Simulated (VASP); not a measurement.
Input of a VASP 6.6.1 run:

Contents of INCAR:

```
SYSTEM = SiMo3
PREC = Accurate
ENCUT = 520
EDIFF = 1E-6
ISMEAR = 0
SIGMA = 0.15
LREAL = .False.
LASPH = .True.
NELM = 80
ALGO = Fast
ISIF = 2
LWAVE = .False.
LCHARG = .True.
GGA = PE
LELF = .True.
LVHAR = .True.
NBANDS = 56
```

Contents of KPOINTS:

```
Automatic mesh
0
Gamma
  8 8 8
  0 0 0
```

The input POSCAR:

```
SiMo3
1.0
    4.9064535172      0.0000000000      0.0000000000
    0.0000000000      4.9064535172      0.0000000000
    0.0000000000      0.0000000000      4.9064535172
Si Mo
2 6
Direct
   -0.0235343214     -0.0235343214     -0.0235343214
    0.4764656786      0.4764656786      0.4764656786
    0.2500000000      0.0000000000      0.5000000000
    0.5000000000      0.7500000000      0.0000000000
    0.7500000000      0.0000000000      0.5000000000
    0.5000000000      0.2500000000      0.0000000000
    0.0000000000      0.5000000000      0.7500000000
    0.0000000000      0.5000000000      0.2500000000
```

Potentials or basis: VASP PAW PBE potentials, release 64 (Si, Mo_sv).

Launch:

```bash
$ cat potpaw_PBE.64/Si/POTCAR potpaw_PBE.64/Mo_sv/POTCAR > POTCAR
$ mpirun -np 1 vasp_std > vasp.out
```

(1) Estimate the pressure.

(2) What does it give for the band gap on the k mesh?

(3) Estimate the largest force.

Results:

(1) 2.2 GPa.

(2) zero (bands 46 and 47 overlap by 2.31 eV).

(3) 1.779 eV/Å.

Caveat: the cell differs from its parent crystal (all Si atoms moved -0.200 Å, as atom 1 along Cartesian [1 1 1]); forces of over 1 eV/Å act on the atoms, so gaps and moduli don't describe the material at rest.
